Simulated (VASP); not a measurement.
# Sn (Immm) in VASP: further runs

The runs below take Sn through single point, with PBEsol.

Everything below comes from runs of VASP 6.6.1. Logs are shortened: lines on timing, memory, paths and dates and some standing lists are left out, and cuts for length are marked.

## (1) The cell of the first run

Symmetry: Immm, No. 71, orthorhombic system. Conventional cell: a = 3.726 Å, b = 3.745 Å, c = 3.764 Å, α = 90.00°, β = 90.00°, γ = 90.00°. Sn (site symmetry mmm) has 14 Sn at 3.24 to 3.76 Å within 4.3 Å.

This isn't the form of Sn at room conditions, which is tetragonal (white tin).

## (2) Single point, PBEsol (strain +0.0050 x Voigt [1, -1, 0, 0, 0, 0])

The input, INCAR:

```
SYSTEM = Sn
PREC = Accurate ; ENCUT = 520
EDIFF = 1E-6 ; ISMEAR = 0
SIGMA = 0.15 ; LREAL = .FALSE.
LASPH = .TRUE. ; NELM = 100
ALGO = Fast ; ISIF = 2
LWAVE = .FALSE. ; LCHARG = .FALSE.
GGA = PS ; NBANDS = 13
```

The input, KPOINTS:

```
regular mesh
0
G
  22 22 22
  0 0 0
```

The input, POSCAR:

```
Sn
1.0
   -1.8817569967      1.8630330465      1.8723950216
    1.8817569967     -1.8630330465      1.8723950216
    1.8817569967      1.8630330465     -1.8723950216
Sn
1
Direct
    0.0000000000      0.0000000000      0.0000000000
```

Potentials or basis: VASP PAW PBE potentials, release 64 (Sn_d).

Launch:

```sh
> cat potpaw_PBE.64/Sn_d/POTCAR > POTCAR
> mpirun -np 1 vasp_std > vasp.out
```

OUTCAR:

```text
SYSTEM = Sn
   PREC = Accurate
   ENCUT = 520
   EDIFF = 1E-6
   ISMEAR = 0
   LREAL = .FALSE.
   LASPH = .TRUE.
   NELM = 100
   ISIF = 2
   GGA = PS

 ion  position               nearest neighbor table
   1  0.000  0.000  0.000-

  LATTYP: Found a body centered orthorhombic cell.
 ALAT       =     3.7260660930
 B/A-ratio  =     1.0050251256
 C/A-ratio  =     1.0100502512

  Lattice vectors:

 A1 = (  -1.8817569967,  -1.8630330465,  -1.8723950216)
 A2 = (  -1.8817569967,   1.8630330465,   1.8723950216)
 A3 = (   1.8817569967,   1.8630330465,  -1.8723950216)

Analysis of symmetry for initial positions (statically):
=====================================================================
 Subroutine PRICEL returns:
 Original cell was already a primitive cell.

 Routine SETGRP: Setting up the symmetry group for a
 body centered orthorhombic supercell.

 Subroutine GETGRP returns: Found  8 space group operations
 (whereof  8 operations were pure point group operations)
 out of a pool of  8 trial point group operations.

The static configuration has the point symmetry D_2h.

Analysis of symmetry for dynamics (positions and initial velocities):
=====================================================================
 Subroutine PRICEL returns:
 Original cell was already a primitive cell.

 Routine SETGRP: Setting up the symmetry group for a
 body centered orthorhombic supercell.

 Subroutine GETGRP returns: Found  8 space group operations
 (whereof  8 operations were pure point group operations)
 out of a pool of  8 trial point group operations.

The dynamic configuration has the point symmetry D_2h.

 Subroutine INISYM returns: Found  8 space group operations
 (whereof  8 operations are pure point group operations),
 and found     1 'primitive' translations

----------------------------------------------------------------------------------------

                                     Primitive cell

  volume of cell :      26.2568

  direct lattice vectors                    reciprocal lattice vectors
    -1.881756997  1.863033047  1.872395022     0.000000000  0.268379566  0.267037668
     1.881756997 -1.863033047  1.872395022     0.265709122  0.000000000  0.267037668
     1.881756997  1.863033047 -1.872395022     0.265709122  0.268379566  0.000000000

  length of vectors
     3.243110335  3.243110335  3.243110335     0.378598346  0.376710039  0.377662454

  position of ions in fractional coordinates (direct lattice)
     0.000000000  0.000000000  0.000000000

  ion indices of the primitive-cell ions
   primitive index   ion index
                 1           1

----------------------------------------------------------------------------------------

 KPOINTS: regular mesh

Automatic generation of k-mesh.
 Grid dimensions read from file:
 generate k-points for:   22   22   22

 Generating k-lattice:

  Cartesian coordinates                     Fractional coordinates (reciprocal lattice)
     0.000000000  0.012199071  0.012138076     0.045454545 -0.000000000  0.000000000
     0.012077687  0.000000000  0.012138076     0.000000000  0.045454545  0.000000000
     0.012077687  0.012199071  0.000000000     0.000000000 -0.000000000  0.045454545

  Length of vectors
     0.017209016  0.017123184  0.017166475

  Shift w.r.t. Gamma in fractional coordinates (k-lattice)
     0.000000000  0.000000000  0.000000000

 Subroutine IBZKPT returns following result:
 ===========================================

 Found   1530 irreducible k-points:

 Following reciprocal coordinates:
            Coordinates               Weight
  0.000000  0.000000  0.000000      1.000000
  0.045455  0.000000 -0.000000      4.000000
  0.090909  0.000000 -0.000000      4.000000
  0.136364 -0.000000  0.000000      4.000000
  0.181818 -0.000000  0.000000      4.000000
  0.227273  0.000000 -0.000000      4.000000
[... 16 lines left out ...]
  0.454545  0.045455  0.000000      8.000000
  0.500000  0.045455  0.000000      8.000000
 [... further k-points ...]
   k-points           NKPTS =   1530   k-points in BZ     NKDIM =   1530   number of bands    NBANDS=     13
   number of dos      NEDOS =    301   number of ions     NIONS =      1
   total plane-waves  NPLWV =  13824
   dimension x,y,z NGX =    24 NGY =   24 NGZ =   24
   dimension x,y,z NGXF=    48 NGYF=   48 NGZF=   48
   ions per type =               1
   NGX,Y,Z   is equivalent  to a cutoff of  12.30, 12.30, 12.30 a.u.
   NGXF,Y,Z  is equivalent  to a cutoff of  24.61, 24.61, 24.61 a.u.
 SYSTEM =  Sn
   PREC   = accura    normal or accurate (medium, high low for compatibility)
   ISTART =      0    job   : 0-new  1-cont  2-samecut
   ICHARG =      2    charge: 1-file 2-atom 10-const
   ISPIN  =      1    spin polarized calculation?
   LNONCOLLINEAR =      F non collinear calculations
   LSORBIT =      F    spin-orbit coupling
   LASPH  =      T    aspherical Exc in radial PAW
   ENCUT  =  520.0 eV  38.22 Ry    6.18 a.u.   6.03  6.03  6.03*2*pi/ulx,y,z
   NELM   =    100;   NELMIN=  2; NELMDL= -5     # of ELM steps
   EDIFF  = 0.1E-05   stopping-criterion for ELM
   LREAL  =      F    real-space projection
   EDIFFG = 0.1E-04   stopping-criterion for IOM
   NSW    =      0    number of steps for IOM
   IBRION =     -1    ionic relax: 0-MD 1-quasi-New 2-CG
   NFREE  =      0    steps in history (QN), initial steepest desc. (CG)
   ISIF   =      2    stress and relaxation
   ISYM   =      2    0-nonsym 1-usesym 2-fastsym
   POTIM  = 0.5000    time-step for ionic-motion
   TEBEG  =    0.0;   TEEND  =   0.0 temperature during run
   PSTRESS=    0.0 pullay stress
   NELECT =      14.0000    total number of electrons
   NUPDOWN=      -1.0000    fix difference up-down
   EMIN   =  10.00;   EMAX   =-10.00  energy-range for DOS
   EFERMI =   0.00;   METHOD = LEGACY
   ISMEAR =     0;   SIGMA  =   0.15  broadening in eV -4-tet -1-fermi 0-gaus
   EFERMI_NEDOS =   21; number of points for ismear=-14 and -15
   IALGO  =     68    algorithm
   IMIX   =      4    mixing-type and parameters
     AMIX     =   0.40;   BMIX     =  1.00
     AMIX_MAG =   1.60;   BMIX_MAG =  1.00
  volume/ion in A,a.u.               =      26.26       177.19
  Fermi-wavevector in a.u.,A,eV,Ry     =   1.327508  2.508625 23.977223  1.762276
  Thomas-Fermi vector in A             =   2.456815
   LORBIT       =      0    0 simple, 1 ext, 2 COOP (PROOUT), +10 PAW based schemes
   GGA     = PS    functional components
   LHFCALC =     F    Hartree Fock is set to
   AEXX    =    0.0000 exact exchange contribution
   IVDW    =     0    specifies the selected vdW correction
   LEPSILON=     F    determine dielectric tensor
   LRPA    =     F    only Hartree local field effects (RPA)
 non-spin polarized calculation
 RMM-DIIS sequential band-by-band and
 Gauss-broadening in eV      SIGMA  =   0.15
  energy-cutoff  :      520.00
  volume of cell :       26.26
 maximum number of plane-waves:       721
   NGX = 13   NGY = 13   NGZ = 13

 number of electron      13.9999991 magnetization

 Free energy of the ion-electron system (eV)
  ---------------------------------------------------
  ext. energy  EPLUGINS =         0.00000000
  ---------------------------------------------------
  free energy    TOTEN  =        -4.23311911 eV

  energy without entropy =       -4.22720101  energy(sigma->0) =       -4.23016006

 E-fermi :   8.3432     XC(G=0): -10.6694

 val. band max:        8.3413403565   @ k =   0.2273   0.2727  -0.0000
 cond. band min:       8.3441615100   @ k =   0.4091  -0.4091   0.4091
 fundamental gap:      0.0028211535
 Fermi energy:         8.3432242154

 k-point     1 :       0.0000    0.0000    0.0000
  band No.  band energies     occupation
      1     -13.1208      2.00000
      2     -13.1190      2.00000
      3     -13.1174      2.00000
      4     -12.9660      2.00000
      5     -12.9616      2.00000
      6      -3.0031      2.00000
      7      16.5937      0.00000
      8      16.6237      0.00000
      9      16.6591      0.00000
     10      20.4808      0.00000
     11      20.5487      0.00000
     12      20.6139      0.00000
     13      21.2645      0.00000

 k-point     2 :       0.0455    0.0000   -0.0000
  band No.  band energies     occupation
      1     -13.1211      2.00000
      2     -13.1159      2.00000
      3     -13.1148      2.00000
      4     -12.9662      2.00000
      5     -12.9627      2.00000
      6      -2.9565      2.00000
      7      16.2152      0.00000
      8      16.3864      0.00000
      9      16.5688      0.00000
     10      19.9058      0.00000
     11      20.0413      0.00000
     12      20.4648      0.00000
     13      21.5727      0.00000

 k-point     3 :       0.0909    0.0000   -0.0000
  band No.  band energies     occupation
      1     -13.1241      2.00000
      2     -13.1117      2.00000
      3     -13.1005      2.00000
      4     -12.9673      2.00000
      5     -12.9652      2.00000
      6      -2.8165      2.00000
      7      15.1290      0.00000
      8      15.8741      0.00000
      9      16.3540      0.00000
     10      19.1338      0.00000
     11      19.4151      0.00000
     12      20.3025      0.00000
     13      22.1993      0.00000
[... 305 lines left out ...]
 k-point    23 :       0.4545    0.0455    0.0000
  band No.  band energies     occupation
      1     -13.1703      2.00000
      2     -13.1021      2.00000
      3     -12.9711      2.00000
      4     -12.9700      2.00000
      5     -12.8725      2.00000
      6       1.8221      2.00000
      7       3.9504      2.00000
      8      11.7530      0.00000
      9      13.5396      0.00000
     10      16.6068      0.00000
     11      17.1611      0.00000
     12      23.5446      0.00000
     13      24.3905      0.00000

 k-point    24 :       0.5000    0.0455    0.0000
  band No.  band energies     occupation
      1     -13.1703      2.00000
      2     -13.1021      2.00000
      3     -12.9718      2.00000
      4     -12.9692      2.00000
      5     -12.8725      2.00000
      6       1.8246      2.00000
      7       3.9474      2.00000
      8      11.7543      0.00000
      9      13.5394      0.00000
     10      16.6076      0.00000
     11      17.1579      0.00000
     12      23.4620      0.00000
     13      24.4810      0.00000

 [... further k-points ...]

------------------------ aborting loop because EDIFF is reached ----------------------------------------

  FORCE on cell =-STRESS in cart. coord.  units (eV):
  Direction    XX          YY          ZZ          XY          YZ          ZX
  --------------------------------------------------------------------------------------
  -------------------------------------------------------------------------------------
  Total       -0.0561022     -0.0588297     -0.0557404      0.0000000      0.0000000      0.0000000
  in kB       -3.4233284     -3.5897605     -3.4012531      0.0000000      0.0000000      0.0000000
  external PRESSURE =      -3.4714474 kB  Pullay stress =       0.0000000 kB

 VOLUME and BASIS-vectors are now :
 -----------------------------------------------------------------------------
  energy-cutoff  :      520.00
  volume of cell :       26.26
      direct lattice vectors                 reciprocal lattice vectors
    -1.881756997  1.863033047  1.872395022     0.000000000  0.268379566  0.267037668
     1.881756997 -1.863033047  1.872395022     0.265709122  0.000000000  0.267037668
     1.881756997  1.863033047 -1.872395022     0.265709122  0.268379566  0.000000000

 POSITION                                       TOTAL-FORCE (eV/Angst)
 -----------------------------------------------------------------------------------
      0.00000      0.00000      0.00000         0.000000      0.000000     -0.000000
 -----------------------------------------------------------------------------------
    total drift:                               -0.000000      0.000000      0.000000

  FREE ENERGIE OF THE ION-ELECTRON SYSTEM (eV)
  ---------------------------------------------------
  free  energy   TOTEN  =        -4.2331191061 eV

  energy  without entropy=       -4.2272010062  energy(sigma->0) =       -4.23016006
```

It took 3.7 min on 1 thread of Intel Xeon Platinum 8259CL at 2.50GHz (Skylake/Cascade Lake), shared host; peak memory 0.54 GiB.

Results:

```yaml
Free_energy: -4.2331 eV
Pressure: -0.3 GPa
Band_gap_on_the_k_mesh: zero (bands 7 and 8 overlap by 10.77 eV)
```

Levels at points of the mesh, in eV from the Fermi level:
```tsv
k point	band 4	band 5	band 6	band 7	band 8	band 9	band 10	band 11
(0.00, 0.00, 0.00)	-21.31	-21.30	-11.35	8.25	8.28	8.32	12.14	12.21
(0.50, 0.00, 0.00)	-21.31	-21.21	-6.42	-4.58	3.66	5.47	8.09	8.31
(0.00, 0.50, 0.00)	-21.31	-21.21	-6.49	-4.61	3.79	5.65	8.24	8.48
(0.50, 0.50, 0.00)	-21.31	-21.21	-6.45	-4.60	3.72	5.56	8.17	8.40
(0.50, 0.50, 0.50)	-21.24	-21.23	-2.29	-0.61	-0.51	-0.41	3.80	3.88
```

Caveat: the cell differs from its parent crystal (strain +0.0050 x Voigt [1, -1, 0, 0, 0, 0]); the PAW data sets were made with another functional, which shifts forces and pressure a little; spin-orbit coupling is left out, which moves the levels of the heavy elements.

(Part 1 of 2 ends here.)
